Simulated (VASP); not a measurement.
Runs of VASP 6.6.1 on TaN. The structure is that of space group P-6m2 (No. 187), or close to it. The cells are those of the table. 

```csv
cell,gap on the mesh (eV),pressure (GPa)
"a = 2.690, b = 2.690, c = 2.756 Å, angles 90.0, 90.0, 120.0°, 2 atoms",none,118.2
"a = 2.690, b = 2.690, c = 3.100 Å, angles 90.0, 90.0, 120.0°, 2 atoms",none,40.0
"a = 2.924, b = 2.924, c = 2.756 Å, angles 90.0, 90.0, 120.0°, 2 atoms",none,(b)
"a = 3.041, b = 3.041, c = 2.871 Å, angles 90.0, 90.0, 120.0°, 2 atoms",none,-22.3
"a = 2.690, b = 2.690, c = 2.986 Å, angles 90.0, 90.0, 120.0°, 2 atoms",none,(c)
"a = 2.807, b = 2.807, c = 2.871 Å, angles 90.0, 90.0, 120.0°, 2 atoms",none,35.6
"a = 2.807, b = 2.807, c = 3.100 Å, angles 90.0, 90.0, 120.0°, 2 atoms",none,(a)
"a = 2.924, b = 2.924, c = 2.986 Å, angles 90.0, 90.0, 120.0°, 2 atoms",none,-13.1
```

Alike in all rows: task single point; level PBEsol; potentials or basis VASP PAW PBE potentials, release 64 (Ta_pv, N); no spin polarisation; k mesh 24 × 24 × 20; cutoff (eV) 520; smearing gaussian 0.15 eV.

**Question.** Fill in the values left out.

**Answer.** (a) 2.0; (b) 19.0; (c) 60.5.

Caveats: the PAW data sets were made with another functional, which shifts forces and pressure a little; spin-orbit coupling is left out, which moves the levels of the heavy elements.

A k mesh can miss the band edges, and the runs leave out spin-orbit coupling on Ta.

A gap of «none» marks levels without a gap at the run's occupations.
